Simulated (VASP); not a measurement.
# BaZnSbF (P4/nmm) in VASP: notebook, part 2 of 2

VASP 6.6.1. Earlier steps stand in the parts before.

### 3 Single point, PBEsol

This run uses another cell than the first one, of 23.25 Å³/atom.

File INCAR:

```
ALGO = Normal
EDIFF = 1E-7
ENCUT = 520
GGA = PS
ISIF = 2
ISMEAR = -1
LASPH = True
LCHARG = False
LREAL = False
LWAVE = False
NBANDS = 44
NELM = 60
PREC = Accurate
SIGMA = 0.1
```

File KPOINTS:

```
k-points
0
Gamma
  7 7 4
```

File POSCAR:

```
BaZnSbF
1.0
    4.4048616526      0.0000000000      0.0000000000
    0.0000000000      4.4048616526      0.0000000000
    0.0000000000      0.0000000000      9.5872963499
Ba Zn Sb F
2 2 2 2
Direct
    0.0000000000      0.5000000000      0.3495429809
    0.5000000000      0.0000000000      0.6504570191
    0.5000000000      0.5000000000      0.0000000000
    0.0000000000      0.0000000000      0.0000000000
    0.5000000000      0.0000000000      0.1680685445
    0.0000000000      0.5000000000      0.8319314555
    0.5000000000      0.5000000000      0.5000000000
    0.0000000000      0.0000000000      0.5000000000
```

Potentials or basis: VASP PAW PBE potentials, release 64 (Ba_sv, Zn, Sb, F).

On the command line:

```sh
$ cat potpaw_PBE.64/Ba_sv/POTCAR potpaw_PBE.64/Zn/POTCAR potpaw_PBE.64/Sb/POTCAR potpaw_PBE.64/F/POTCAR > POTCAR
$ mpirun -np 1 vasp_std > vasp.out
```

OUTCAR:

```text
EDIFF = 1E-7
   ENCUT = 520
   GGA = PS
   ISIF = 2
   ISMEAR = -1
   LASPH = True
   LREAL = False
   NELM = 60
   PREC = Accurate

 ion  position               nearest neighbor table
   1  0.000  0.500  0.350-   7 2.63   8 2.63   8 2.63   7 2.63   5 3.57   5 3.57   5 3.57   5 3.57
                             2 4.25   2 4.25   2 4.25   2 4.25
   2  0.500  0.000  0.650-   7 2.63   8 2.63   7 2.63   8 2.63   6 3.57   6 3.57   6 3.57   6 3.57
                             1 4.25   1 4.25   1 4.25   1 4.25
   3  0.500  0.500  0.000-   5 2.73   6 2.73   5 2.73   6 2.73
   4  0.000  0.000  0.000-   5 2.73   6 2.73   6 2.73   5 2.73
[... 1349 lines left out ...]
  in kB        8.1278794      8.1278794      7.2656972      0.0000000      0.0000000      0.0000000
  external PRESSURE =       7.8404854 kB  Pullay stress =       0.0000000 kB

 VOLUME and BASIS-vectors are now :
 -----------------------------------------------------------------------------
  energy-cutoff  :      520.00
  volume of cell :      186.02
      direct lattice vectors                 reciprocal lattice vectors
     4.404861653  0.000000000  0.000000000     0.227021886  0.000000000  0.000000000
     0.000000000  4.404861653  0.000000000     0.000000000  0.227021886  0.000000000
     0.000000000  0.000000000  9.587296350     0.000000000  0.000000000  0.104304693

 POSITION                                       TOTAL-FORCE (eV/Angst)
 -----------------------------------------------------------------------------------
      0.00000      2.20243      3.35117         0.000000      0.000000     -0.126218
      2.20243      0.00000      6.23612        -0.000000      0.000000      0.126218
      2.20243      2.20243      0.00000         0.000000      0.000000      0.000000
      0.00000      0.00000      0.00000         0.000000     -0.000000      0.000000
      2.20243      0.00000      1.61132        -0.000000      0.000000     -0.004093
      0.00000      2.20243      7.97597         0.000000      0.000000      0.004093
      2.20243      2.20243      4.79365        -0.000000      0.000000      0.000000
      0.00000      0.00000      4.79365         0.000000      0.000000      0.000000
 -----------------------------------------------------------------------------------
    total drift:                                0.000000      0.000000      0.000000

  FREE ENERGIE OF THE ION-ELECTRON SYSTEM (eV)
  ---------------------------------------------------
  free  energy   TOTEN  =       -34.7580774211 eV

  energy  without entropy=      -34.7366280765  energy(sigma->0) =      -34.74735275
```

stdout:

```text
POSCAR found type information on POSCAR BaZnSbF
 POSCAR found :  4 types and       8 ions
 scaLAPACK will be used
 -----------------------------------------------------------------------------
|                                                                             |
|                                                                             |
|     You enforced a specific xc type in the INCAR file but a different       |
|     I HOPE YOU KNOW WHAT YOU ARE DOING!                                     |
|                                                                             |
 -----------------------------------------------------------------------------

 LDA part: xc-table for (Slater+PW92), standard interpolation
 POSCAR, INCAR and KPOINTS ok, starting setup
 FFT: planning ... GRIDC
 FFT: planning ... GRID_SOFT
 FFT: planning ... GRID
 WAVECAR not read
 entering main loop
```

Run time: 8 min. Hardware: 1 thread of Intel Xeon 8259CL, shared host; peak memory 0.45 GiB.

Results:

| Property | Result |
| --- | --- |
| Free energy | -34.7581 eV |
| Pressure | 0.8 GPa |
| Largest force | 0.126 eV/Å |
| Band gap on the k mesh | zero (bands 34 and 35 overlap by 0.02 eV) |

Forces on the atoms (eV/Å):
```
Ba   0.000  0.000 -0.126
Ba   0.000  0.000  0.126
Zn   0.000  0.000  0.000
Zn   0.000  0.000  0.000
Sb   0.000  0.000 -0.004
Sb   0.000  0.000  0.004
F    0.000  0.000  0.000
F    0.000  0.000  0.000
```

Stress tensor (GPa, compression positive):
```
0.81 0.00 0.00
0.00 0.81 0.00
0.00 0.00 0.73
```

Caveat: semilocal functionals underestimate gaps, and a narrow one can read as zero; the PAW data sets were made with another functional, which shifts forces and pressure a little; spin-orbit coupling is left out, which moves the levels of the heavy elements.

### 4 Single point, PBE

This run uses another cell than the first one, of 24.72 Å³/atom.

File INCAR:

```
PREC = Accurate ; ENCUT = 520
EDIFF = 1E-6 ; ISMEAR = -1
SIGMA = 0.1 ; LREAL = F
LASPH = T ; NELM = 100
ALGO = Normal ; ISIF = 2
LWAVE = F ; LCHARG = T
GGA = PE ; LELF = T
LVHAR = T ; NBANDS = 44
```

File KPOINTS:

```
Automatic mesh
0
Gamma
  7 7 4
```

File POSCAR:

```
BaZnSbF
1.0
    4.4788976895      0.0000000000      0.0000000000
    0.0000000000      4.4788976895      0.0000000000
    0.0000000000      0.0000000000      9.8570060002
Ba Zn Sb F
2 2 2 2
Direct
    0.0000000000      0.5000000000      0.3504516896
    0.5000000000      0.0000000000      0.6495483104
    0.5000000000      0.5000000000      0.0000000000
    0.0000000000      0.0000000000      0.0000000000
    0.5000000000      0.0000000000      0.1661519265
    0.0000000000      0.5000000000      0.8338480735
    0.5000000000      0.5000000000      0.5000000000
    0.0000000000      0.0000000000      0.5000000000
```

On the command line:

```sh
$ cat potpaw_PBE.64/Ba_sv/POTCAR potpaw_PBE.64/Zn/POTCAR potpaw_PBE.64/Sb/POTCAR potpaw_PBE.64/F/POTCAR > POTCAR
$ mpirun -np 1 vasp_std > vasp.out
```

Wall time 8.4 min (1 thread of Intel Xeon 8259CL, shared host); peak memory 0.48 GiB.

Results (log left out):

```
Free energy            : -32.2289 eV
Pressure               : 0.6 GPa
Largest force          : 0.105 eV/Å
Band gap on the k mesh : zero (bands 34 and 35 overlap by 0.01 eV)
```

Forces in eV/Å, atoms in the order of the input:
```
Ba   0.000  0.000 -0.105
Ba   0.000  0.000  0.105
Zn   0.000  0.000  0.000
Zn   0.000  0.000  0.000
Sb   0.000  0.000 -0.012
Sb   0.000  0.000  0.012
F    0.000  0.000  0.000
F    0.000  0.000  0.000
```

Levels at points of the mesh, in eV from the Fermi level:
```csv
k point,band 30,band 31,band 32,band 33,band 34,band 35,band 36,band 37,band 38,band 39
"(0.00, 0.00, 0.00)",-2.04,-2.04,-0.86,-0.56,-0.09,-0.09,1.21,1.82,1.97,2.60
"(0.00, 0.00, 0.50)",-2.03,-2.03,-1.20,-0.52,-0.10,-0.10,1.34,1.46,2.49,2.96
```

Caveat: semilocal functionals underestimate gaps, and a narrow one can read as zero; spin-orbit coupling is left out, which moves the levels of the heavy elements.

### 5 Summary

```csv
level,potentials or basis,cell,gap on the mesh (eV),pressure (GPa),largest force (eV/Å)
LDA,"VASP PAW LDA potentials, release 64 (Ba_sv, Zn, Sb, F)","a = 4.358, b = 4.358, c = 9.399 Å, 8 atoms, atomic positions A",none,1.0,0.15
PBEsol,"VASP PAW PBE potentials, release 64 (Ba_sv, Zn, Sb, F)","a = 4.405, b = 4.405, c = 9.587 Å, 8 atoms, atomic positions B",none,0.8,0.13
PBE,"VASP PAW PBE potentials, release 64 (Ba_sv, Zn, Sb, F)","a = 4.479, b = 4.479, c = 9.857 Å, 8 atoms, atomic positions C",none,0.6,0.11
```

Alike in all rows: task single point; no spin polarisation; k mesh 7 × 7 × 4; cutoff (eV) 520; smearing fermi-dirac 0.1 eV.

Caveats: semilocal functionals underestimate gaps, and a narrow one can read as zero; spin-orbit coupling is left out, which moves the levels of the heavy elements; the PAW data sets were made with another functional, which shifts forces and pressure a little (at least some runs).

Absolute energies hang on the potentials; compare differences alone.
